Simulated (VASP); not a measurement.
# KCl (P1) in VASP: single point with PBE

Aim: the single point of KCl with PBE.

Program: VASP 6.6.1. These are calculated values, not measurements. Logs are shortened: lines on timing, memory, paths and dates and some standing lists are left out, and cuts for length are marked.

### 1 The cell of the first run

The typed cell holds 4 atoms: a = 4.511 Å, b = 4.511 Å, c = 7.813 Å, α = 73.22°, β = 73.22°, γ = 60.00°.

### 2 Single point, PBE (atoms displaced along several vibrational modes)

Input file INCAR:

```
PREC     = Accurate       # precision mode
ENCUT    = 520            # plane-wave cutoff, eV
EDIFF    = 1E-6           # SCF threshold, eV
ISMEAR   = 0              # smearing method
SIGMA    = 0.05           # smearing width, eV
LREAL    = F              # projectors in reciprocal space
LASPH    = T              # aspherical terms in the spheres
NELM     = 100            # most SCF steps
ALGO     = Normal         # electronic algorithm
ISIF     = 2              # what is computed and relaxed
LWAVE    = F              # write WAVECAR
LCHARG   = F              # write CHGCAR
GGA      = PE             # functional
NBANDS   = 24             # bands
```

Input file KPOINTS:

```
regular mesh
0
Gamma
  6 6 6
```

Input file POSCAR:

```
KCl
1.0
    0.0000000000     -3.1897839381     -3.1897839381
   -3.1897839381      0.0000000000     -3.1897839381
    3.1897839381      3.1897839381     -6.3795678762
K Cl
2 2
Direct
   -0.0538790291      0.0778722696     -0.0029348584
    0.5714881798      0.4162580136      0.4970651416
    0.7402893109      0.7532368964      0.7532368964
    0.2402893109      0.2532368964      0.2532368964
```

Potentials or basis: VASP PAW PBE potentials, release 64 (K_sv, Cl).

On the command line:

```sh
cat potpaw_PBE.64/K_sv/POTCAR potpaw_PBE.64/Cl/POTCAR > POTCAR
mpirun -np 1 vasp_std > vasp.out
```

OUTCAR:

```text
PREC = Accurate
   ENCUT = 520
   EDIFF = 1E-6
   ISMEAR = 0
   LREAL = F
   LASPH = T
   NELM = 100
   ISIF = 2
   GGA = PE

 ion  position               nearest neighbor table
   1  0.946  0.078  0.997-   3 2.94   4 3.08   4 3.14
   2  0.571  0.416  0.497-   4 2.92   3 2.95   4 3.15
   3  0.740  0.753  0.753-   1 2.94   2 2.95
   4  0.240  0.253  0.253-   2 2.92   1 3.08   1 3.14   2 3.15

  LATTYP: Found a trigonal (rhomboedric) cell.
 ALAT       =     7.8133430381
 COS(alpha) =     0.8333333333

  Lattice vectors:

 A1 = (   3.1897839381,   6.3795678762,  -3.1897839381)
 A2 = (   6.3795678762,   3.1897839381,  -3.1897839381)
 A3 = (   3.1897839381,   3.1897839381,  -6.3795678762)

Analysis of symmetry for initial positions (statically):
=====================================================================
 Subroutine PRICEL returns:
 Original cell was already a primitive cell.

 Routine SETGRP: Setting up the symmetry group for a
 trigonal (rhombohedral) supercell.

 Subroutine GETGRP returns: Found  1 space group operations
 (whereof  1 operations were pure point group operations)
 out of a pool of 12 trial point group operations.

The static configuration has the point symmetry C_1 .

Analysis of symmetry for dynamics (positions and initial velocities):
=====================================================================
 Subroutine PRICEL returns:
 Original cell was already a primitive cell.

 Routine SETGRP: Setting up the symmetry group for a
 trigonal (rhombohedral) supercell.

 Subroutine GETGRP returns: Found  1 space group operations
 (whereof  1 operations were pure point group operations)
 out of a pool of 12 trial point group operations.

The dynamic configuration has the point symmetry C_1 .

 Subroutine INISYM returns: Found  1 space group operations
 (whereof  1 operations are pure point group operations),
 and found     1 'primitive' translations

----------------------------------------------------------------------------------------

                                     Primitive cell

  volume of cell :     129.8207

  direct lattice vectors                    reciprocal lattice vectors
     0.000000000 -3.189783938 -3.189783938     0.078375214 -0.235125643 -0.078375214
    -3.189783938  0.000000000 -3.189783938    -0.235125643  0.078375214 -0.078375214
     3.189783938  3.189783938 -6.379567876     0.078375214  0.078375214 -0.078375214

  length of vectors
     4.511035706  4.511035706  7.813343038     0.259941179  0.259941179  0.135749853

  position of ions in fractional coordinates (direct lattice)
     0.946120971  0.077872270  0.997065142
     0.571488180  0.416258014  0.497065142
     0.740289311  0.753236896  0.753236896
     0.240289311  0.253236896  0.253236896

  ion indices of the primitive-cell ions
   primitive index   ion index
                 1           1
                 2           2
                 3           3
                 4           4

----------------------------------------------------------------------------------------

 KPOINTS: regular mesh

Automatic generation of k-mesh.
 Grid dimensions read from file:
 generate k-points for:    6    6    6

 Generating k-lattice:

  Cartesian coordinates                     Fractional coordinates (reciprocal lattice)
     0.013062536 -0.039187607 -0.013062536     0.166666667  0.000000000  0.000000000
    -0.039187607  0.013062536 -0.013062536     0.000000000  0.166666667  0.000000000
     0.013062536  0.013062536 -0.013062536     0.000000000  0.000000000  0.166666667

  Length of vectors
     0.043323530  0.043323530  0.022624976

  Shift w.r.t. Gamma in fractional coordinates (k-lattice)
     0.000000000  0.000000000  0.000000000

 Subroutine IBZKPT returns following result:
 ===========================================

 Found    112 irreducible k-points:

 Following reciprocal coordinates:
            Coordinates               Weight
  0.000000  0.000000  0.000000      1.000000
  0.166667  0.000000  0.000000      2.000000
  0.000000  0.166667  0.000000      2.000000
 -0.166667 -0.166667 -0.166667      2.000000
  0.333333  0.000000  0.000000      2.000000
  0.000000  0.333333  0.000000      2.000000
[... 16 lines left out ...]
 -0.166667  0.500000  0.000000      2.000000
 -0.333333  0.500000  0.500000      2.000000
 [... further k-points ...]
   k-points           NKPTS =    112   k-points in BZ     NKDIM =    112   number of bands    NBANDS=     24
   number of dos      NEDOS =    301   number of ions     NIONS =      4
   total plane-waves  NPLWV =  77760
   dimension x,y,z NGX =    36 NGY =   36 NGZ =   60
   dimension x,y,z NGXF=    72 NGYF=   72 NGZF=  120
   ions per type =               2   2
   NGX,Y,Z   is equivalent  to a cutoff of  13.27, 13.27, 12.77 a.u.
   NGXF,Y,Z  is equivalent  to a cutoff of  26.53, 26.53, 25.53 a.u.
 SYSTEM =  unknown system
   PREC   = accura    normal or accurate (medium, high low for compatibility)
   ISTART =      0    job   : 0-new  1-cont  2-samecut
   ICHARG =      2    charge: 1-file 2-atom 10-const
   ISPIN  =      1    spin polarized calculation?
   LNONCOLLINEAR =      F non collinear calculations
   LSORBIT =      F    spin-orbit coupling
   LASPH  =      T    aspherical Exc in radial PAW
   ENCUT  =  520.0 eV  38.22 Ry    6.18 a.u.   8.39  8.39 14.53*2*pi/ulx,y,z
   NELM   =    100;   NELMIN=  2; NELMDL= -5     # of ELM steps
   EDIFF  = 0.1E-05   stopping-criterion for ELM
   LREAL  =      F    real-space projection
   EDIFFG = 0.1E-04   stopping-criterion for IOM
   NSW    =      0    number of steps for IOM
   IBRION =     -1    ionic relax: 0-MD 1-quasi-New 2-CG
   NFREE  =      0    steps in history (QN), initial steepest desc. (CG)
   ISIF   =      2    stress and relaxation
   ISYM   =      2    0-nonsym 1-usesym 2-fastsym
   POTIM  = 0.5000    time-step for ionic-motion
   TEBEG  =    0.0;   TEEND  =   0.0 temperature during run
   PSTRESS=    0.0 pullay stress
   NELECT =      32.0000    total number of electrons
   NUPDOWN=      -1.0000    fix difference up-down
   EMIN   =  10.00;   EMAX   =-10.00  energy-range for DOS
   EFERMI =   0.00;   METHOD = LEGACY
   ISMEAR =     0;   SIGMA  =   0.05  broadening in eV -4-tet -1-fermi 0-gaus
   EFERMI_NEDOS =   21; number of points for ismear=-14 and -15
   IALGO  =     38    algorithm
   IMIX   =      4    mixing-type and parameters
     AMIX     =   0.40;   BMIX     =  1.00
     AMIX_MAG =   1.60;   BMIX_MAG =  1.00
  volume/ion in A,a.u.               =      32.46       219.02
  Fermi-wavevector in a.u.,A,eV,Ry     =   1.026464  1.939735 14.335473  1.053628
  Thomas-Fermi vector in A             =   2.160358
   LORBIT       =      0    0 simple, 1 ext, 2 COOP (PROOUT), +10 PAW based schemes
   GGA     = PE    functional components
   LHFCALC =     F    Hartree Fock is set to
   AEXX    =    0.0000 exact exchange contribution
   IVDW    =     0    specifies the selected vdW correction
   LEPSILON=     F    determine dielectric tensor
   LRPA    =     F    only Hartree local field effects (RPA)
 non-spin polarized calculation
 Gauss-broadening in eV      SIGMA  =   0.05
  energy-cutoff  :      520.00
  volume of cell :      129.82
 maximum number of plane-waves:      3525
 NGX is ok and might be reduce to    36
   NGX = 17   NGY = 17   NGZ = 29

 number of electron      32.0000002 magnetization

 Free energy of the ion-electron system (eV)
  ---------------------------------------------------
  ext. energy  EPLUGINS =         0.00000000
  ---------------------------------------------------
  free energy    TOTEN  =       -13.47280898 eV

  energy without entropy =      -13.47280898  energy(sigma->0) =      -13.47280898

 E-fermi :  -1.7513     XC(G=0):  -7.3566

 val. band max:       -2.0099986069   @ k =   0.0000   0.0000   0.0000
 cond. band min:       3.0367812520   @ k =   0.0000   0.0000   0.0000
 fundamental gap:      5.0467798590
 Fermi energy:        -1.7513055142

 k-point     1 :       0.0000    0.0000    0.0000
  band No.  band energies     occupation
      1     -29.2808      2.00000
      2     -29.2559      2.00000
      3     -14.3057      2.00000
      4     -14.1178      2.00000
      5     -12.7567      2.00000
      6     -12.7517      2.00000
[... 16 lines left out ...]
     23       7.1825      0.00000
     24       7.4520      0.00000

 k-point     2 :       0.1667    0.0000    0.0000
  band No.  band energies     occupation
      1     -29.2792      2.00000
      2     -29.2547      2.00000
      3     -14.2607      2.00000
      4     -14.1555      2.00000
      5     -12.7854      2.00000
      6     -12.7665      2.00000
[... 16 lines left out ...]
     23       7.4055      0.00000
     24       7.6966      0.00000

 k-point     3 :       0.0000    0.1667    0.0000
  band No.  band energies     occupation
      1     -29.2792      2.00000
      2     -29.2547      2.00000
      3     -14.2602      2.00000
      4     -14.1545      2.00000
      5     -12.7861      2.00000
      6     -12.7588      2.00000
[... 16 lines left out ...]
     23       7.3700      0.00000
     24       7.7695      0.00000

 k-point     4 :      -0.1667   -0.1667   -0.1667
  band No.  band energies     occupation
      1     -29.2791      2.00000
      2     -29.2548      2.00000
      3     -14.2617      2.00000
      4     -14.1553      2.00000
      5     -12.7839      2.00000
      6     -12.7689      2.00000
[... 16 lines left out ...]
     23       7.4477      0.00000
     24       7.5747      0.00000

 k-point     5 :       0.3333    0.0000    0.0000
  band No.  band energies     occupation
      1     -29.2760      2.00000
      2     -29.2523      2.00000
      3     -14.2043      2.00000
      4     -14.1841      2.00000
      5     -12.8345      2.00000
      6     -12.7836      2.00000
[... 451 lines left out ...]
 k-point    22 :      -0.1667    0.3333   -0.1667
  band No.  band energies     occupation
      1     -29.2744      2.00000
      2     -29.2512      2.00000
      3     -14.1999      2.00000
      4     -14.1665      2.00000
      5     -12.8301      2.00000
      6     -12.8048      2.00000
[... 16 lines left out ...]
     23       8.2064      0.00000
     24       8.4861      0.00000

 k-point    23 :      -0.1667    0.5000    0.0000
  band No.  band energies     occupation
      1     -29.2744      2.00000
      2     -29.2511      2.00000
      3     -14.2051      2.00000
      4     -14.1627      2.00000
      5     -12.8313      2.00000
      6     -12.8058      2.00000
[... 16 lines left out ...]
     23       8.1973      0.00000
     24       8.4577      0.00000

 k-point    24 :      -0.3333    0.5000    0.5000
  band No.  band energies     occupation
      1     -29.2741      2.00000
      2     -29.2513      2.00000
      3     -14.1949      2.00000
      4     -14.1781      2.00000
      5     -12.8208      2.00000
      6     -12.8124      2.00000
[... 16 lines left out ...]
     23       7.8869      0.00000
     24       8.3885      0.00000

 [... further k-points ...]

------------------------ aborting loop because EDIFF is reached ----------------------------------------

  FORCE on cell =-STRESS in cart. coord.  units (eV):
  Direction    XX          YY          ZZ          XY          YZ          ZX
  --------------------------------------------------------------------------------------
  -------------------------------------------------------------------------------------
  Total        1.0728348      0.7361485      0.0287582      0.2598526     -0.0018747     -0.0983890
  in kB       13.2403553      9.0851522      0.3549180      3.2069627     -0.0231359     -1.2142642
  external PRESSURE =       7.5601418 kB  Pullay stress =       0.0000000 kB

 VOLUME and BASIS-vectors are now :
 -----------------------------------------------------------------------------
  energy-cutoff  :      520.00
  volume of cell :      129.82
      direct lattice vectors                 reciprocal lattice vectors
     0.000000000 -3.189783938 -3.189783938     0.078375214 -0.235125643 -0.078375214
    -3.189783938  0.000000000 -3.189783938    -0.235125643  0.078375214 -0.078375214
     3.189783938  3.189783938 -6.379567876     0.078375214  0.078375214 -0.078375214

 POSITION                                       TOTAL-FORCE (eV/Angst)
 -----------------------------------------------------------------------------------
      2.93203      0.16250     -9.62716         0.371142     -0.148219      0.063254
      0.25776     -0.23739     -6.32176        -0.336552      0.376944     -0.056663
      0.00000      0.04130     -9.56935        -0.018032     -0.011559      0.003818
      0.00000      0.04130     -3.18978        -0.016557     -0.217166     -0.010409
 -----------------------------------------------------------------------------------
    total drift:                                0.000219     -0.000026      0.000063

  FREE ENERGIE OF THE ION-ELECTRON SYSTEM (eV)
  ---------------------------------------------------
  free  energy   TOTEN  =       -13.4728089776 eV

  energy  without entropy=      -13.4728089776  energy(sigma->0) =      -13.47280898
```

It took 2.7 min on 1 thread of Intel Xeon 6975P-C (Granite Rapids), shared host; peak memory 0.45 GiB.

What came out:

```
Free energy            : -13.4728 eV
Pressure               : 0.8 GPa
Largest force          : 0.508 eV/Å
Band gap on the k mesh : 5.05 eV
```

Forces in eV/Å, atoms in the order of the input:
```
K    0.371 -0.148  0.063
K   -0.337  0.377 -0.057
Cl  -0.018 -0.012  0.004
Cl  -0.017 -0.217 -0.010
```

Levels at points of the mesh, in eV from the valence-band top:
```
           k point  band 13  band 14  band 15  band 16  band 17  band 18  band 19  band 20
(0.00, 0.00, 0.00)    -0.28    -0.03    -0.01     0.00     5.05     7.31     8.21     8.39
(0.50, 0.00, 0.00)    -0.39    -0.35    -0.31    -0.20     7.38     7.40     7.96     8.15
(0.00, 0.50, 0.00)    -0.40    -0.36    -0.32    -0.20     7.36     7.43     7.96     8.17
(0.50, 0.50, 0.50)    -0.37    -0.36    -0.27    -0.23     7.34     7.43     8.03     8.10
(0.50, 0.50, 0.00)    -0.31    -0.29    -0.22    -0.18     6.67     7.34     8.05     8.43
(0.00, 0.50, 0.50)    -0.34    -0.31    -0.23    -0.18     6.60     7.46     8.20     8.51
(0.50, 0.00, 0.50)    -0.32    -0.31    -0.23    -0.17     6.62     7.41     8.13     8.48
(0.00, 0.00, 0.50)    -0.22    -0.21    -0.10    -0.08     6.24     6.26     7.96     7.98
```

Caveat: the cell differs from its parent crystal (atoms displaced along several vibrational modes). A k mesh can miss the band edges.
